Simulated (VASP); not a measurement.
A run of VASP 6.6.1:

Contents of INCAR:

```
SYSTEM = W
  PREC = Accurate
  ENCUT = 600
  EDIFF = 1E-6
  ISMEAR = 0
  SIGMA = 0.1
  LREAL = .FALSE.
  LASPH = .TRUE.
  NELM = 100
  ALGO = Fast
  ISIF = 3
  LWAVE = .FALSE.
  LCHARG = .FALSE.
  GGA = PE
  IBRION = 2
  NSW = 100
  EDIFFG = -0.01
```

File KPOINTS:

```
regular mesh
0
G
  12 12 18
  0 0 0
```

File POSCAR:

```
W
1.0
    4.7025437010      0.0000000000      0.0000000000
   -2.3512718505      4.0725223075      0.0000000000
    0.0000000000      0.0000000000      2.5899394929
W
3
Direct
    0.0000000000      0.0000000000      0.0000000000
    0.3333333333      0.6666666667      0.5000000000
    0.6666666667      0.3333333333      0.5000000000
```

Potentials or basis: VASP PAW PBE potentials, release 64 (W_sv).

Launch:

```bash
$ cat potpaw_PBE.64/W_sv/POTCAR > POTCAR
$ mpirun -np 1 vasp_std > vasp.out
```

Hardware: 1 thread of Oxide Virtual Turin-like Processor, with other jobs on the host.

Q: How long does it take, and how much memory?

A: Run time: 34 min on 1 thread of Oxide Virtual Turin-like Processor, with other jobs on the host, peak memory 0.33 GiB. Counts: scf iterations 52, k points 190, ion steps 5.
